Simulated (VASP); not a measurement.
The system is ZnCu.

```
Zn Cu
1.0
     1.51722   -2.16288    0.00000
     1.51722    2.16288    0.00000
     0.00000    0.00000    4.22196
Zn Cu
1 1
Direct
  0.50000 0.50000 0.50000
  0.00000 0.00000 0.00000
```

```yaml
Program: VASP 6.6.1
Task: relaxation of cell and atoms
Functional: AM05
Potentials_or_basis: VASP PAW PBE potentials, release 64 (Zn, Cu)
Cutoff: 780 eV
k_mesh: 15 × 15 × 9
Occupations: methfessel-paxton, width 0.05 eV
Spin: no spin polarisation
```

At the start: pressure -10.9 GPa; volume 13.85 Å³/atom.

Problem. Where does the relaxation end?

Solution. Over 25 steps the energy falls by 104.0 meV/atom and the volume is 12.35 Å³/atom (-10.9 %); space group Cmmm (No. 65, to 0.1 Å) before, P4/mmm (No. 123, to 0.1 Å).

Step by step:
| step | energy change (eV) | largest force (eV/Å) | pressure (GPa) | volume (Å³) |
| --- | --- | --- | --- | --- |
| 1 | 0.0000 | 0.0000 | -10.94 | 27.71 |
| 2 | -0.1119 | 0.0000 | 0.08 | 24.78 |
| 3 | -0.1153 | 0.0000 | 0.24 | 24.75 |
| 4 | -0.1209 | 0.0000 | -0.53 | 24.89 |
| 5 | -0.1521 | 0.0000 | -2.65 | 25.29 |
| 6 | -0.1798 | 0.0000 | -3.10 | 25.34 |
| 7 | -0.1891 | 0.0000 | -2.99 | 25.29 |
| 8 | -0.1934 | 0.0000 | -1.95 | 25.10 |
| 9 | -0.1936 | 0.0000 | -2.01 | 25.13 |
| 10 | -0.1978 | 0.0000 | -0.50 | 24.80 |
| 11 | -0.1984 | 0.0000 | 0.43 | 24.63 |
| 12 | -0.2011 | 0.0000 | 0.12 | 24.67 |
| 13 | -0.2001 | 0.0000 | -0.73 | 24.84 |
| 14 | -0.2058 | 0.0000 | 0.05 | 24.68 |
| 15 | -0.2066 | 0.0000 | -0.02 | 24.70 |
| 16 | -0.2067 | 0.0000 | -0.17 | 24.73 |
| 17 | -0.2068 | 0.0000 | 0.12 | 24.67 |
| 18 | -0.2068 | 0.0000 | 0.07 | 24.68 |
| 19 | -0.2068 | 0.0000 | -0.03 | 24.70 |
| 20 | -0.2068 | 0.0000 | 0.02 | 24.69 |
| 21 | -0.2080 | 0.0000 | 0.01 | 24.69 |
| 22 | -0.2080 | 0.0000 | 0.01 | 24.69 |
| 23 | -0.2080 | 0.0000 | 0.00 | 24.70 |
| 24 | -0.2080 | 0.0000 | -0.01 | 24.70 |
| 25 | -0.2080 | 0.0000 | 0.01 | 24.69 |

Final structure:
```yaml
crystal:
  lattice:
    - [1.90602, -1.90593, 0.00000]
    - [1.90602, 1.90593, 0.00000]
    - [0.00000, 0.00000, 3.39857]
  atoms:
    - { symbol: Zn, position: [0.50000, 0.50000, 0.50000] }
    - { symbol: Cu, position: [0.00000, 0.00000, 0.00000] }
```

Where two steps share one volume, the run began anew on that cell with a basis built for it.

Caveat: a cell axis changed by over 15 % at a fixed basis, so the end point is rough; the PAW data sets were made with another functional, which shifts forces and pressure a little.
